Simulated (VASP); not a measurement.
A run of VASP 6.6.1 is set up as follows.

The input INCAR:

```
PREC     = Accurate       # precision mode
ENCUT    = 600            # plane-wave cutoff, eV
EDIFF    = 1E-6           # SCF threshold, eV
ISMEAR   = 1              # smearing method
SIGMA    = 0.1            # smearing width, eV
LREAL    = F              # projectors in reciprocal space
LASPH    = T              # aspherical terms in the spheres
NELM     = 200            # most SCF steps
ALGO     = Normal         # electronic algorithm
ISIF     = 2              # what is computed and relaxed
LWAVE    = F              # write WAVECAR
LCHARG   = F              # write CHGCAR
ISPIN    = 2              # spin polarisation
MAGMOM   = 4 0            # initial moments
LORBIT   = 11             # projections on sites
LMAXMIX  = 4              # l up to which the mixer works
GGA      = PE             # functional
NBANDS   = 20             # bands
GGA_COMPAT= F
```

Contents of KPOINTS:

```
regular mesh
0
Gamma
  9 9 9
```

The input POSCAR:

```
MnO
1.0
    0.0000000000      2.2230000000      2.2230000000
    2.2230000000      0.0000000000      2.2230000000
    2.2230000000      2.2230000000      0.0000000000
Mn O
1 1
Direct
    0.0000000000      0.0000000000      0.0000000000
    0.5000000000      0.5000000000      0.5000000000
```

Potentials or basis: VASP PAW PBE potentials, release 64 (Mn_pv, O).

Run with:

```console
$ cat potpaw_PBE.64/Mn_pv/POTCAR potpaw_PBE.64/O/POTCAR > POTCAR
$ mpirun -np 1 vasp_std > vasp.out
```

Problem. What does it give for the net moment?

Solution. 4.75 μB per cell.

Problem. Predict the site moments.

Solution. Mn +4.32; O +0.20 μB.

Problem. Predict the pressure.

Solution. -0.7 GPa.

Caveat: a cell with one magnetic atom can't hold antiferromagnetic order, which such compounds often take.
